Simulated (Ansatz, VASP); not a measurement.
# BiTe in VASP and in Ansatz

File POSCAR:

```
BiTe
1.0
    0.0000000000      3.1864750000      3.1379500000
    3.1864750000      0.0000000000      3.1379500000
    3.1864750000      3.1864750000      0.0000000000
Bi Te
1 1
Direct
    0.0000000000      0.0000000000      0.0000000000
    0.5000000000      0.5000000000      0.5000000000
```

INCAR.step1

```
SYSTEM = BiTe
PREC = Accurate
ENCUT = 520
ISMEAR = 0
SIGMA = 0.15
LREAL = .False.
LASPH = .True.
NELM = 100
NBANDS = 18
GGA = PE
ALGO = Normal
EDIFF = 1E-4
LWAVE = .True.
LCHARG = .False.
```

The input INCAR.step2:

```
SYSTEM = BiTe
PREC = Accurate
ENCUT = 520
EDIFF = 1E-7
ISMEAR = 0
SIGMA = 0.15
LREAL = .False.
LASPH = .True.
NELM = 100
ALGO = Normal
ISIF = 2
LWAVE = .False.
LCHARG = .False.
METAGGA = R2SCAN
LMIXTAU = .True.
NBANDS = 18
ISTART = 1
```

File KPOINTS:

```
regular mesh
0
Gamma
  14 14 14
  0 0 0
```

Input for Ansatz:

```yaml
crystal:
  lattice:
    - [0.0, 3.186475, 3.13795]
    - [3.186475, 0.0, 3.13795]
    - [3.186475, 3.186475, 0.0]
  atoms:
    - { symbol: Bi, position: [0.0, 0.0, 0.0] }
    - { symbol: Te, position: [0.5, 0.5, 0.5] }
basis:
  ecutwfc: 500
kpoints:
  mp_grid: { grid: [14, 14, 14] }
hamiltonian:
  xc: r2scan
scf:
  occupations: { method: gaussian, width: 0.15 }
output:
  forces: true
  stress: true
  eigenvalues: true
  write_density: true
  write_potential: true
  elf: true
  volumetric_format: npy
```

Change from the starting cell: strain -0.015 along x and y, -0.030 along z, atoms carried along.

Alike in both runs: task single point; functional r2SCAN; k mesh 14 × 14 × 14; occupations gaussian, width 0.15 eV; no spin polarisation.

|  | VASP | Ansatz |
| --- | --- | --- |
| version | VASP 6.6.1 | Ansatz 0.2.0 |
| potentials or method | VASP PAW PBE potentials, release 64 (Bi_d, Te), cutoff 520 eV | scalar-relativistic, plane waves, PAW |
| valence electrons in the cell | 21 | 31 |

|  | VASP | Ansatz | Ansatz less VASP |
| --- | --- | --- | --- |
| gap on the k mesh at the Fermi level (eV) | none | none | - |
| pressure (GPa) | 3.5 | 3.6 | +0.02 |
| traceless stress, the component that is largest in VASP (GPa) | 1.14 | 1.14 | -0.001 |

VASP's potentials were made for PBE, not for r2SCAN. A gap of «none» marks a metal or a gap that the smearing closes. The functional is the same, so the differences come from potentials, cutoffs and numerics. VASP's potentials hold 21 valence electrons a cell and Ansatz's 31, so a difference there can come from the potentials and not from the codes.

Spin-orbit coupling is off throughout.
